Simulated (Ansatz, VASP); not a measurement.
**One calculation of PPt, two programs**

```xyz
4
Lattice="3.7430 0.0000 0.0000 -1.8715 3.2416 0.0000 0.0000 0.0000 6.3537" Properties=species:S:1:pos:R:3 pbc="T T T"
Pt    0.0000    2.1610    2.3630
Pt    1.8715    1.0805    5.5398
P     0.0000    2.1610    0.0197
P     1.8715    1.0805    3.1966
```

Alike in both runs: task single point; functional PBE; k mesh 8 × 8 × 4; occupations fermi-dirac, width 0.05 eV; no spin polarisation.

```csv
,VASP,Ansatz
version,VASP 6.6.1,Ansatz 0.2.0
potentials or method,"VASP PAW PBE potentials, release 64 (Pt, P)",Ansatz PAW
plane-wave cutoff (eV),520,420
valence electrons in the cell,30,46
```

|  | VASP | Ansatz | Ansatz less VASP |
| --- | --- | --- | --- |
| gap on the k mesh at the Fermi level (eV) | none | none | - |
| pressure (GPa) | -0.1 | 0.1 | +0.19 |
| traceless stress, the component that is largest in VASP (GPa) | 0.34 | 0.35 | +0.014 |
| rms of the force components (eV/Å) | 0.079 | 0.078 | -0.0005 |

Atom by atom the forces differ by 0.000 eV/Å (rms over components). A gap of «none» marks a metal or a gap that the smearing closes. With one functional, cell and mesh, what is left measures potentials, basis and numerics. VASP's potentials hold 30 valence electrons a cell and Ansatz's 46, so a difference there can come from the potentials and not from the codes.

Spin-orbit coupling is off throughout.
